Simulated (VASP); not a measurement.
**BaZrO3: single point with PBEsol**

BaZrO3:

```
Ba Zr O
1.0
     4.18062    0.00000    0.00000
     0.00000    4.18062    0.00000
     0.00000    0.00000    4.18062
Ba Zr O
1 1 3
Direct
  0.00000 0.00000 0.00000
  0.50000 0.50000 0.50000
  0.00000 0.50000 0.50000
  0.50000 0.00000 0.50000
  0.50000 0.50000 0.00000
```

- Program: VASP 6.6.1
- Task: single point
- Functional: PBEsol
- Potentials or basis: VASP PAW PBE potentials, release 64 (Ba_sv, Zr_sv, O)
- Cutoff: 520 eV
- k mesh: 8 × 8 × 8
- Occupations: fermi-dirac, width 0.05 eV
- Spin: no spin polarisation

```yaml
Pressure: 1.2 GPa
Band_gap_on_the_k_mesh: 3.12 eV, indirect (least direct gap 3.33 eV)
```

Levels at points of the mesh, in eV from the valence-band top:
```tsv
k point	band 16	band 17	band 18	band 19	band 20	band 21	band 22	band 23	band 24	band 25
(0.00, 0.00, 0.00)	-1.01	-1.01	-0.21	-0.21	-0.21	3.12	3.12	3.12	4.55	4.55
(0.50, 0.00, 0.00)	-1.77	-1.77	-1.74	-0.44	-0.44	3.59	5.74	5.74	6.39	6.64
(0.50, 0.50, 0.00)	-2.47	-0.94	-0.94	-0.77	-0.08	5.70	5.70	6.47	6.49	7.72
(0.50, 0.50, 0.50)	-2.57	-2.57	0.00	0.00	0.00	5.93	5.93	5.93	7.06	7.06
```

Run time: 22 s on 1 thread of Intel(R) Xeon(R) 6975P-C (Granite Rapids), on a shared host, peak memory 0.22 GiB.

Caveat: the PAW data sets were made with another functional, which shifts forces and pressure a little; spin-orbit coupling is left out, which moves the levels of the heavy elements. A k mesh can miss the band edges.
